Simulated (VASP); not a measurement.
# Be (P6_3/mmc) in VASP: further runs

Be is run at these levels: r2SCAN; tasks: relaxation of cell and atoms, single point.

Everything below comes from runs of VASP 6.6.1. Logs are shortened: lines on timing, memory, paths and dates and some standing lists are left out, and cuts for length are marked.

**1. The cell of the first run**

The structure is hexagonal, space group P6_3/mmc (No. 194). The conventional cell has a = 1.975 Å, b = 1.975 Å, c = 3.147 Å, α = 90.00°, β = 90.00°, γ = 120.00°. Be (site symmetry -6m2) has 12 Be at 1.94 to 1.97 Å within 2.6 Å.

**2. Relaxation of cell and atoms, r2SCAN, target pressure 94.7 GPa, at which the enthalpy is minimised**

File POSCAR:

```
Be
1.0
    1.9749822089      0.0000000000      0.0000000000
   -0.9874911045      1.7103847649      0.0000000000
    0.0000000000      0.0000000000      3.1471131256
Be
2
Direct
    0.3333333333      0.6666666667      0.2500000000
    0.6666666667      0.3333333333      0.7500000000
```

File INCAR.step1:

```
  PREC = Accurate
  ENCUT = 600
  ISMEAR = -1
  SIGMA = 0.1
  LREAL = F
  LASPH = T
  NELM = 80
  GGA = PE
  ALGO = Normal
  EDIFF = 1E-4
  LWAVE = T
  LCHARG = F
```

File INCAR.step2:

```
  PREC = Accurate
  ENCUT = 600
  EDIFF = 1E-6
  ISMEAR = -1
  SIGMA = 0.1
  LREAL = F
  LASPH = T
  NELM = 80
  ALGO = Normal
  ISIF = 3
  LWAVE = F
  LCHARG = F
  METAGGA = R2SCAN
  LMIXTAU = T
  IBRION = 2
  NSW = 80
  EDIFFG = -0.002
  PSTRESS = 947.0
  ISTART = 1
```

File KPOINTS:

```
regular mesh
0
Gamma
  24 24 14
```

Potentials or basis: VASP PAW PBE potentials, release 64 (Be).

Command:

```console
cat potpaw_PBE.64/Be/POTCAR > POTCAR
cp INCAR.step1 INCAR
mpirun -np 1 vasp_std > vasp.out
cp INCAR.step2 INCAR
mpirun -np 1 vasp_std > vasp.out
```

OUTCAR:

```text
PREC = Accurate
   ENCUT = 600
   EDIFF = 1E-6
   ISMEAR = -1
   LREAL = F
   LASPH = T
   NELM = 80
   ISIF = 3
   METAGGA = R2SCAN
   IBRION = 2
   NSW = 80
   EDIFFG = -0.002
   PSTRESS = 947.0
   ISTART = 1

 ion  position               nearest neighbor table
   1  0.333  0.667  0.250-   2 1.94   2 1.94   2 1.94   2 1.94   2 1.94   2 1.94
   2  0.667  0.333  0.750-   1 1.94   1 1.94   1 1.94   1 1.94   1 1.94   1 1.94

  LATTYP: Found a hexagonal cell.
 ALAT       =     1.9749822089
 C/A-ratio  =     1.5934893547

  Lattice vectors:

 A1 = (   1.9749822089,   0.0000000000,   0.0000000000)
 A2 = (  -0.9874911045,   1.7103847649,   0.0000000000)
 A3 = (   0.0000000000,   0.0000000000,   3.1471131256)

Analysis of symmetry for initial positions (statically):
=====================================================================
 Subroutine PRICEL returns:
 Original cell was already a primitive cell.

 Routine SETGRP: Setting up the symmetry group for a
 hexagonal supercell.

 Subroutine GETGRP returns: Found 24 space group operations
 (whereof 12 operations were pure point group operations)
 out of a pool of 24 trial point group operations.

The static configuration has the point symmetry D_3d.
 The point group associated with its full space group is D_6h.

Analysis of symmetry for dynamics (positions and initial velocities):
=====================================================================
 Subroutine PRICEL returns:
 Original cell was already a primitive cell.

 Routine SETGRP: Setting up the symmetry group for a
 hexagonal supercell.

 Subroutine GETGRP returns: Found 24 space group operations
 (whereof 12 operations were pure point group operations)
 out of a pool of 24 trial point group operations.

The dynamic configuration has the point symmetry D_3d.
 The point group associated with its full space group is D_6h.

 Subroutine INISYM returns: Found 24 space group operations
 (whereof 12 operations are pure point group operations),
 and found     1 'primitive' translations

----------------------------------------------------------------------------------------

                                     Primitive cell

  volume of cell :      10.6309

  direct lattice vectors                    reciprocal lattice vectors
     1.974982209  0.000000000  0.000000000     0.506333675  0.292331884  0.000000000
    -0.987491104  1.710384765  0.000000000     0.000000000  0.584663767  0.000000000
     0.000000000  0.000000000  3.147113126     0.000000000  0.000000000  0.317751527

  length of vectors
     1.974982209  1.974982209  3.147113126     0.584663767  0.584663767  0.317751527

  position of ions in fractional coordinates (direct lattice)
     0.333333333  0.666666667  0.250000000
     0.666666667  0.333333333  0.750000000

  ion indices of the primitive-cell ions
   primitive index   ion index
                 1           1
                 2           2

----------------------------------------------------------------------------------------

 KPOINTS: regular mesh

Automatic generation of k-mesh.
 Grid dimensions read from file:
 generate k-points for:   24   24   14

 Generating k-lattice:

  Cartesian coordinates                     Fractional coordinates (reciprocal lattice)
     0.021097236  0.012180495  0.000000000     0.041666667  0.000000000  0.000000000
     0.000000000  0.024360990  0.000000000     0.000000000  0.041666667  0.000000000
     0.000000000  0.000000000  0.022696538     0.000000000  0.000000000  0.071428571

  Length of vectors
     0.024360990  0.024360990  0.022696538

  Shift w.r.t. Gamma in fractional coordinates (k-lattice)
     0.000000000  0.000000000  0.000000000

 Subroutine IBZKPT returns following result:
 ===========================================

 Found    488 irreducible k-points:

 Following reciprocal coordinates:
            Coordinates               Weight
  0.000000  0.000000  0.000000      1.000000
  0.041667  0.000000  0.000000      6.000000
  0.083333  0.000000  0.000000      6.000000
[... 40 lines left out ...]
  volume/ion in A,a.u.               =       5.32        35.87
  Fermi-wavevector in a.u.,A,eV,Ry     =   1.181875  2.233421 19.005020  1.396830
  Thomas-Fermi vector in A             =   2.318140
   LORBIT       =      0    0 simple, 1 ext, 2 COOP (PROOUT), +10 PAW based schemes
   METAGGA = R2SCAN    functional components
   LHFCALC =     F    Hartree Fock is set to
   AEXX    =    0.0000 exact exchange contribution
   IVDW    =     0    specifies the selected vdW correction
   LEPSILON=     F    determine dielectric tensor
   LRPA    =     F    only Hartree local field effects (RPA)
 conjugate gradient relaxation of ions
 non-spin polarized calculation
  energy-cutoff  :      600.00
  volume of cell :       10.63
 maximum number of plane-waves:       372
 NGX is ok and might be reduce to    16
   NGX =  7   NGY =  7   NGZ = 13

--------------------------------------- Ionic step        1  -------------------------------------------

 number of electron       4.0000000 magnetization

 Free energy of the ion-electron system (eV)
  ---------------------------------------------------
  ext. energy  EPLUGINS =         0.00000000
  ---------------------------------------------------
  free energy    TOTEN  =        -7.52015819 eV

  energy without entropy =       -7.51551726  energy(sigma->0) =       -7.51783773

------------------------ aborting loop because EDIFF is reached ----------------------------------------

  FORCE on cell =-STRESS in cart. coord.  units (eV):
  Direction    XX          YY          ZZ          XY          YZ          ZX
  --------------------------------------------------------------------------------------
  -------------------------------------------------------------------------------------
  Total        6.2833117      6.2833117      6.4373533     -0.0000000     -0.0000000     -0.0000000
  in kB      946.9560584    946.9560584    970.1716122     -0.0000000     -0.0000000     -0.0000000
  external PRESSURE =       7.6945763 kB  Pullay stress =     947.0000000 kB
[... 175 lines left out ...]
  enthalpy is  TOTEN    =        -1.2367460584 eV   P V=        6.2933277378

--------------------------------------- Ionic step        6  -------------------------------------------

 number of electron       4.0000000 magnetization

 Free energy of the ion-electron system (eV)
  ---------------------------------------------------
  ext. energy  EPLUGINS =         0.00000000
  ---------------------------------------------------
  free energy    TOTEN  =        -7.53159549 eV

  energy without entropy =       -7.52692409  energy(sigma->0) =       -7.52925979

 E-fermi :  10.8229     XC(G=0): -12.7400

 val. band max:       10.8048449198   @ k =   0.2917   0.2917   0.0714
 cond. band min:      10.8296109679   @ k =   0.3333   0.0417   0.0000
 fundamental gap:      0.0247660481
 Fermi energy:        10.8229119279

 k-point     1 :       0.0000    0.0000    0.0000
  band No.  band energies     occupation
      1      -3.7089      2.00000
      2       4.1993      2.00000
      3      13.3247      0.00000
      4      34.5025      0.00000
      5      34.5025      0.00000
      6      38.3108      0.00000

 k-point     2 :       0.0417    0.0000    0.0000
  band No.  band energies     occupation
      1      -3.6486      2.00000
      2       4.2912      2.00000
      3      13.3211      0.00000
      4      33.8293      0.00000
      5      33.9302      0.00000
      6      38.3621      0.00000
[... 190 lines left out ...]
 k-point    24 :       0.4583    0.0417    0.0000
  band No.  band energies     occupation
      1       3.7024      2.00000
      2       7.3481      2.00000
      3      15.6137      0.00000
      4      19.5597      0.00000
      5      20.9828      0.00000
      6      22.7820      0.00000

 [... further k-points ...]

------------------------ aborting loop because EDIFF is reached ----------------------------------------

  FORCE on cell =-STRESS in cart. coord.  units (eV):
  Direction    XX          YY          ZZ          XY          YZ          ZX
  --------------------------------------------------------------------------------------
  -------------------------------------------------------------------------------------
  Total        6.2958325      6.2958325      6.2970690     -0.0000000      0.0000000      0.0000000
  in kB      947.1480197    947.1480196    947.3340363     -0.0000000      0.0000000      0.0000000
  external PRESSURE =       0.2100252 kB  Pullay stress =     947.0000000 kB
[... 17 lines left out ...]
  FREE ENERGIE OF THE ION-ELECTRON SYSTEM (eV)
  ---------------------------------------------------
  free  energy   TOTEN  =        -7.5315954905 eV

  energy  without entropy=       -7.5269240901  energy(sigma->0) =       -7.52925979

  enthalpy is  TOTEN    =        -1.2367468837 eV   P V=        6.2948486068

 reached required accuracy - stopping structural energy minimisation
```

Run time: 2.7 min. Hardware: 1 thread of Intel Xeon Platinum 8488C (Sapphire Rapids), shared host; peak memory 0.15 GiB.

What came out:

```yaml
Free_energy: -7.5316 eV
Relaxed_volume: 5.32 Å³/atom
Relaxed_cell: a = 1.974 Å, b = 1.974 Å, c = 3.155 Å, α = 90.00°, β = 90.00°, γ = 120.00°
Space_group_after_relaxing_to_0.1_Å: P6_3/mmc (No. 194)
Energy_change_on_relaxing_the_run_minimises_the_enthalpy: -5.7 meV/atom
Ionic_steps: 6
Pressure_after_relaxing: 94.7 GPa
Band_gap_on_the_k_mesh: zero (bands 2 and 3 overlap by 2.71 eV)
```

The path:
```
step  energy change (eV)  largest force (eV/Å)  pressure (GPa)  volume (Å³)
   1              0.0000                0.0000           95.47        10.63
   2             -0.0233                0.0000           93.98        10.67
   3             -0.0152                0.0000           94.47        10.66
   4             -0.0149                0.0000           94.50        10.66
   5             -0.0099                0.0000           94.80        10.65
   6             -0.0114                0.0000           94.72        10.65
```

Final structure:
```
Be
1.0
     1.97434    0.00000    0.00000
    -0.98717    1.70983    0.00000
     0.00000    0.00000    3.15479
Be
2
Direct
  0.33333 0.66667 0.25000
  0.66667 0.33333 0.75000
```

Levels at points of the mesh, in eV from the Fermi level:
```
           k point  band 1  band 2  band 3  band 4  band 5  band 6
(0.00, 0.00, 0.00)  -14.53   -6.62    2.50   23.68   23.68   27.49
(0.50, 0.00, 0.00)   -7.04   -3.69    5.03    8.33   10.27   13.86
(0.00, 0.00, 0.50)  -11.97  -11.97   14.72   14.72   26.08   26.08
(0.50, 0.00, 0.50)   -5.22   -5.22    3.17    3.17   17.47   17.47
```

Caveat: the cell is relaxed towards a set pressure, so the run minimises the enthalpy, not the energy; the PAW data sets were made with another functional, which shifts forces and pressure a little.

**3. Single point, r2SCAN**

File POSCAR:

```
Be
1.0
    1.9762658392      0.0000000000      0.0000000000
   -0.9881329196      1.7114964214      0.0000000000
    0.0000000000      0.0000000000      3.1418869235
Be
2
Direct
    0.3333333333      0.6666666667      0.2500000000
    0.6666666667      0.3333333333      0.7500000000
```

File INCAR.step1:

```
SYSTEM = Be
ALGO = Normal
EDIFF = 1E-4
ENCUT = 520
GGA = PE
ISMEAR = 0
LASPH = .TRUE.
LCHARG = .FALSE.
LREAL = .FALSE.
LWAVE = .TRUE.
NBANDS = 9
NELM = 100
PREC = Accurate
SIGMA = 0.1
```

File INCAR.step2:

```
SYSTEM = Be
ALGO = Normal
EDIFF = 1E-6
ENCUT = 520
ISIF = 2
ISMEAR = 0
ISTART = 1
LASPH = .TRUE.
LCHARG = .TRUE.
LELF = .TRUE.
LMIXTAU = .TRUE.
LREAL = .FALSE.
LVHAR = .TRUE.
LWAVE = .FALSE.
METAGGA = R2SCAN
NBANDS = 9
NELM = 100
PREC = Accurate
SIGMA = 0.1
```

File KPOINTS:

```
k-points
0
G
  9 9 6
  0 0 0
```

Potentials or basis: VASP PAW PBE potentials, release 64 (Be).

Command:

```console
cat potpaw_PBE.64/Be/POTCAR > POTCAR
cp INCAR.step1 INCAR
mpirun -np 1 vasp_std > vasp.out
cp INCAR.step2 INCAR
mpirun -np 1 vasp_std > vasp.out
```

It took 9.4 s on 1 thread of Intel Xeon 6975P-C (Granite Rapids), shared host; peak memory 0.11 GiB.

It converged, with:

* Free energy: -7.5340 eV
* Pressure: 95.6 GPa
* Band gap on the k mesh: zero (bands 2 and 3 overlap by 2.64 eV)

Stress tensor (GPa, compression positive):
```
95.40  0.00  0.00
 0.00 95.40  0.00
 0.00  0.00 95.97
```

Levels at points of the mesh, in eV from the Fermi level:
| k point | band 1 | band 2 | band 3 | band 4 | band 5 | band 6 |
| --- | --- | --- | --- | --- | --- | --- |
| (0.00, 0.00, 0.00) | -13.96 | -5.98 | 3.19 | 24.15 | 24.15 | 27.99 |
| (0.00, 0.00, 0.50) | -11.38 | -11.38 | 15.53 | 15.53 | 26.58 | 26.58 |

Caveat: the k points lie up to 0.41 Å⁻¹ apart, too coarse for converged energies and pressures of a metal; the PAW data sets were made with another functional, which shifts forces and pressure a little.

**4. Single point, r2SCAN**

This run uses another cell than the first one, of 6.90 Å³/atom.

File POSCAR:

```
Be
1.0
    2.1652905581      0.0000000000      0.0000000000
   -1.0826452790      1.8751966299      0.0000000000
    0.0000000000      0.0000000000      3.4007871004
Be
2
Direct
    0.3333333333      0.6666666667      0.2500000000
    0.6666666667      0.3333333333      0.7500000000
```

File INCAR.step1:

```
SYSTEM = Be
PREC = Accurate
ENCUT = 520
ISMEAR = 0
SIGMA = 0.1
LREAL = .False.
LASPH = .True.
NELM = 80
NBANDS = 9
GGA = PE
ALGO = Normal
EDIFF = 1E-4
LWAVE = .True.
LCHARG = .False.
```

File INCAR.step2:

```
SYSTEM = Be
PREC = Accurate
ENCUT = 520
EDIFF = 1E-6
ISMEAR = 0
SIGMA = 0.1
LREAL = .False.
LASPH = .True.
NELM = 80
ALGO = Normal
ISIF = 2
LWAVE = .False.
LCHARG = .True.
METAGGA = R2SCAN
LMIXTAU = .True.
LELF = .True.
LVHAR = .True.
NBANDS = 9
ISTART = 1
```

File KPOINTS:

```
regular mesh
0
Gamma
  9 9 6
  0 0 0
```

Command:

```console
cat potpaw_PBE.64/Be/POTCAR > POTCAR
cp INCAR.step1 INCAR
mpirun -np 1 vasp_std > vasp.out
cp INCAR.step2 INCAR
mpirun -np 1 vasp_std > vasp.out
```

Wall time 11 s (1 thread of Intel Xeon 6975P-C (Granite Rapids), shared host); peak memory 0.12 GiB.

It converged, with:

| Item | Value |
| --- | --- |
| Free energy | -8.5755 eV |
| Pressure | 21.4 GPa |
| Band gap on the k mesh | zero (bands 2 and 3 overlap by 2.44 eV) |

Stress tensor (GPa, compression positive):
```
21.40  0.00  0.00
 0.00 21.40  0.00
 0.00  0.00 21.52
```

Levels at points of the mesh, in eV from the Fermi level:
```csv
k point,band 1,band 2,band 3,band 4,band 5
"(0.00, 0.00, 0.00)",-12.59,-4.81,2.05,19.56,19.56
"(0.00, 0.00, 0.50)",-10.13,-10.13,13.15,13.15,21.59
```

Caveat: the k points lie up to 0.37 Å⁻¹ apart, too coarse for converged energies and pressures of a metal; the PAW data sets were made with another functional, which shifts forces and pressure a little.

**5. Single point, r2SCAN**

File POSCAR:

```
Be
1.0
    1.9749822089      0.0000000000      0.0000000000
   -0.9874911045      1.7103847649      0.0000000000
    0.0000000000      0.0000000000      3.1471131256
Be
2
Direct
    0.3333333333      0.6666666667      0.2500000000
    0.6666666667      0.3333333333      0.7500000000
```

File INCAR.step1:

```
  ALGO = Normal
  EDIFF = 1E-4
  ENCUT = 520
  GGA = PE
  ISMEAR = 0
  LASPH = True
  LCHARG = False
  LREAL = False
  LWAVE = True
  NBANDS = 9
  NELM = 60
  PREC = Accurate
  SIGMA = 0.1
```

File INCAR.step2:

```
  ALGO = Normal
  EDIFF = 1E-7
  ENCUT = 520
  ISIF = 2
  ISMEAR = 0
  ISTART = 1
  LASPH = True
  LCHARG = True
  LELF = True
  LMIXTAU = True
  LREAL = False
  LVHAR = True
  LWAVE = False
  METAGGA = R2SCAN
  NBANDS = 9
  NELM = 60
  PREC = Accurate
  SIGMA = 0.1
```

File KPOINTS:

```
k-points
0
Gamma
  12 12 6
```

Command:

```console
cat potpaw_PBE.64/Be/POTCAR > POTCAR
cp INCAR.step1 INCAR
mpirun -np 1 vasp_std > vasp.out
cp INCAR.step2 INCAR
mpirun -np 1 vasp_std > vasp.out
```

Wall time 12 s (1 thread of Intel Xeon 6975P-C (Granite Rapids), shared host); peak memory 0.11 GiB.

It converged, with:

- Free energy: -7.5259 eV
- Pressure: 95.4 GPa
- Band gap on the k mesh: zero (bands 2 and 3 overlap by 2.50 eV)

Stress tensor (GPa, compression positive):
```
95.07  0.00  0.00
 0.00 95.07  0.00
 0.00  0.00 96.20
```

Levels at points of the mesh, in eV from the Fermi level:
```
           k point  band 1  band 2  band 3  band 4  band 5  band 6
(0.00, 0.00, 0.00)  -14.82   -6.87    2.29   23.35   23.35   27.18
(0.50, 0.00, 0.00)   -7.34   -3.98    4.77    8.08   10.05   13.54
(0.00, 0.00, 0.50)  -12.25  -12.25   14.57   14.57   25.77   25.77
(0.50, 0.00, 0.50)   -5.51   -5.51    2.89    2.89   17.17   17.17
```

Caveat: the cell stands under pressure; the PAW data sets were made with another functional, which shifts forces and pressure a little.

**6. Single point, r2SCAN**

This run uses another cell than the first one, of 6.90 Å³/atom.

File POSCAR:

```
Be
1.0
    2.1595871634      0.0000000000      0.0000000000
   -1.0797935817      1.8702573452      0.0000000000
    0.0000000000      0.0000000000      3.4165140578
Be
2
Direct
    0.3333333333      0.6666666667      0.2500000000
    0.6666666667      0.3333333333      0.7500000000
```

File INCAR.step1:

```
SYSTEM = Be
PREC = Accurate ; ENCUT = 520
ISMEAR = 0 ; SIGMA = 0.1
LREAL = .FALSE. ; LASPH = .TRUE.
NELM = 100 ; NBANDS = 9
GGA = PE ; ALGO = Normal
EDIFF = 1E-4 ; LWAVE = .TRUE.
LCHARG = .FALSE.
```

File INCAR.step2:

```
SYSTEM = Be
PREC = Accurate ; ENCUT = 520
EDIFF = 1E-6 ; ISMEAR = 0
SIGMA = 0.1 ; LREAL = .FALSE.
LASPH = .TRUE. ; NELM = 100
ALGO = Normal ; ISIF = 2
LWAVE = .FALSE. ; LCHARG = .FALSE.
METAGGA = R2SCAN ; LMIXTAU = .TRUE.
NBANDS = 9 ; ISTART = 1
```

File KPOINTS:

```
Automatic mesh
0
G
  12 12 6
  0 0 0
```

Potentials or basis: VASP PAW PBE potentials, release 64 (Be).

Command:

```console
cat potpaw_PBE.64/Be/POTCAR > POTCAR
cp INCAR.step1 INCAR
mpirun -np 1 vasp_std > vasp.out
cp INCAR.step2 INCAR
mpirun -np 1 vasp_std > vasp.out
```

Run time: 13 s. Hardware: 1 thread of Intel Xeon 6975P-C (Granite Rapids), shared host; peak memory 0.12 GiB.

Results (log left out):

```yaml
Free_energy: -8.5624 eV
Pressure: 21.4 GPa
Band_gap_on_the_k_mesh: zero (bands 2 and 3 overlap by 2.17 eV)
```

Stress tensor (GPa, compression positive):
```
21.27  0.00  0.00
 0.00 21.27  0.00
 0.00  0.00 21.77
```

Levels at points of the mesh, in eV from the Fermi level:
```
           k point  band 1  band 2  band 3  band 4  band 5  band 6  band 7
(0.00, 0.00, 0.00)  -13.42   -5.72    1.09   18.92   18.92   22.21   22.21
(0.50, 0.00, 0.00)   -6.31   -3.87    3.89    6.89    7.76   10.95   11.36
(0.00, 0.00, 0.50)  -10.98  -10.98   12.08   12.08   20.91   20.91   20.91
(0.50, 0.00, 0.50)   -4.68   -4.68    1.65    1.65   14.00   14.00   17.95
```

Caveat: the cell stands under pressure; the PAW data sets were made with another functional, which shifts forces and pressure a little.

**7. Summary**

```tsv
task	cell	k mesh	cutoff (eV)	smearing	gap on the mesh (eV)	pressure (GPa)
relaxation of cell and atoms	relaxed to 94.7 GPa from a = 1.975, b = 1.975, c = 3.147 Å, angles 90.0, 90.0, 120.0°, 2 atoms	24 × 24 × 14	600	fermi-dirac 0.1 eV	none	94.7
single point	a = 1.976, b = 1.976, c = 3.142 Å, angles 90.0, 90.0, 120.0°, 2 atoms	9 × 9 × 6	520	gaussian 0.1 eV	none	95.6
single point	a = 2.165, b = 2.165, c = 3.401 Å, angles 90.0, 90.0, 120.0°, 2 atoms	9 × 9 × 6	520	gaussian 0.1 eV	none	21.4
single point	a = 1.975, b = 1.975, c = 3.147 Å, angles 90.0, 90.0, 120.0°, 2 atoms	12 × 12 × 6	520	gaussian 0.1 eV	none	95.4
single point	a = 2.160, b = 2.160, c = 3.417 Å, angles 90.0, 90.0, 120.0°, 2 atoms	12 × 12 × 6	520	gaussian 0.1 eV	none	21.4
```

Alike in all rows: level r2SCAN; potentials or basis VASP PAW PBE potentials, release 64 (Be); no spin polarisation.

Caveats: some runs use coarse meshes; the PAW data sets were made with another functional, which shifts forces and pressure a little; the cell stands under pressure (at least some runs); the cell is relaxed towards a set pressure, so the run minimises the enthalpy, not the energy (at least some runs).

Absolute energies hang on the potentials; compare differences alone.
